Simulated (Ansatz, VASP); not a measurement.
**LiH20ClO10 in VASP and in Ansatz**

```
O H Li Cl
1.0
     6.76499    0.00000    0.00000
     0.00000    6.76499    0.00000
     0.00000    0.00000    6.76499
O H Li Cl
10 20 1 1
Direct
  0.56273 0.86137 0.51556
  0.75533 0.18839 0.15571
  0.07536 0.17322 0.84344
  0.26226 0.78107 0.18284
  0.09205 0.72195 0.56064
  0.27974 0.19387 0.48111
  0.45153 0.67735 0.84763
  0.79977 0.55084 0.34553
  0.36600 0.33961 0.07219
  0.63471 0.24021 0.66801
  0.64260 0.76257 0.44423
  0.51791 0.78349 0.63315
  0.85512 0.21005 0.05306
  0.75284 0.04419 0.16426
  0.12686 0.18979 0.70752
  0.04232 0.03257 0.85870
  0.33943 0.76455 0.05918
  0.14742 0.69816 0.15990
  0.03564 0.72522 0.69389
  0.99364 0.64696 0.48204
  0.27494 0.27314 0.35885
  0.40836 0.23054 0.54219
  0.58957 0.69773 0.89342
  0.41968 0.54065 0.88935
  0.81190 0.60486 0.21016
  0.77142 0.40953 0.32616
  0.27657 0.25525 0.99294
  0.49322 0.26953 0.08061
  0.75085 0.31084 0.71430
  0.67800 0.10515 0.63769
  0.29067 0.89566 0.43246
  0.86294 0.77480 0.96114
```

Alike in both runs: functional PBE; k mesh 1 × 1 × 1; occupations fermi-dirac, width 0.05 eV; no spin polarisation.

Ansatz relaxed the structure, and its values are those at the end. VASP's run is a single point on that final structure, the one shown.

|  | VASP | Ansatz |
| --- | --- | --- |
| version | VASP 6.6.1 | Ansatz 0.2.0 |
| potentials or method | VASP PAW PBE potentials, release 64 (O, H, Li_sv, Cl), cutoff 520 eV | scalar-relativistic, plane waves, PAW |
| valence electrons in the cell | 90 | 90 |

Ansatz gave:

```
gap on the k mesh at the Fermi level (eV) : 4.73
rms of the force components (eV/Å)        : 0.067
```

Task: Estimate VASP's values.

Result: gap on the k mesh at the Fermi level (eV): 4.72; rms of the force components (eV/Å): 0.068.

Noted on VASP's run: the cutoff is under 1.25 times that of the potentials, so the pressure is a little rough.
